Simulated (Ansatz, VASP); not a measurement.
# One calculation of BaO, two programs

The input INCAR:

```
SYSTEM = BaO
PREC     = Accurate       ! precision mode
ENCUT    = 600            ! plane-wave cutoff, eV
EDIFF    = 1E-6           ! SCF threshold, eV
ISMEAR   = 0              ! smearing method
SIGMA    = 0.1            ! smearing width, eV
LREAL    = .FALSE.        ! projectors in reciprocal space
LASPH    = .TRUE.         ! aspherical terms in the spheres
NELM     = 120            ! most SCF steps
ALGO     = Normal         ! electronic algorithm
ISIF     = 2              ! what is computed and relaxed
LWAVE    = .FALSE.        ! write WAVECAR
LCHARG   = .FALSE.        ! write CHGCAR
GGA      = PE             ! functional
NBANDS   = 15             ! bands
GGA_COMPAT= .FALSE.
```

KPOINTS

```
regular mesh
0
G
  6 6 6
  0 0 0
```

Contents of POSCAR:

```
BaO
1.0
    0.0000000000      2.7903920000      2.7903920000
    2.7903920000      0.0000000000      2.7903920000
    2.7903920000      2.7903920000      0.0000000000
Ba O
1 1
Direct
    0.0000000000      0.0000000000      0.0000000000
    0.5000000000      0.5000000000      0.5000000000
```

Input for Ansatz:

```yaml
crystal:
  lattice:
    - [0.0, 2.79039168, 2.79039168]
    - [2.79039168, 0.0, 2.79039168]
    - [2.79039168, 2.79039168, 0.0]
  atoms:
    - { symbol: Ba, position: [0.0, 0.0, 0.0] }
    - { symbol: O, position: [0.5, 0.5, 0.5] }
basis:
  ecutwfc: 420
kpoints:
  mp_grid: { grid: [6, 6, 6] }
hamiltonian:
  xc: pbe
scf:
  occupations: { method: gaussian, width: 0.1 }
output:
  forces: true
  stress: true
  eigenvalues: true
```

Alike in both runs: task single point; functional PBE; k mesh 6 × 6 × 6; occupations gaussian, width 0.1 eV; no spin polarisation.

|  | VASP | Ansatz |
| --- | --- | --- |
| version | VASP 6.6.1 | Ansatz 0.2.0 |
| potentials or method | VASP PAW PBE potentials, release 64 (Ba_sv, O), cutoff 600 eV | scalar-relativistic, plane waves, PAW |
| valence electrons in the cell | 16 | 16 |

Ansatz gave:

- gap on the k mesh at the Fermi level (eV): 2.11
- least direct gap on the mesh (eV): 2.11
- pressure (GPa): -0.3

Question: Estimate VASP's values.

Answer: gap on the k mesh at the Fermi level (eV): 2.05; least direct gap on the mesh (eV): 2.05; pressure (GPa): 1.2.

Neither program's run includes spin-orbit coupling.
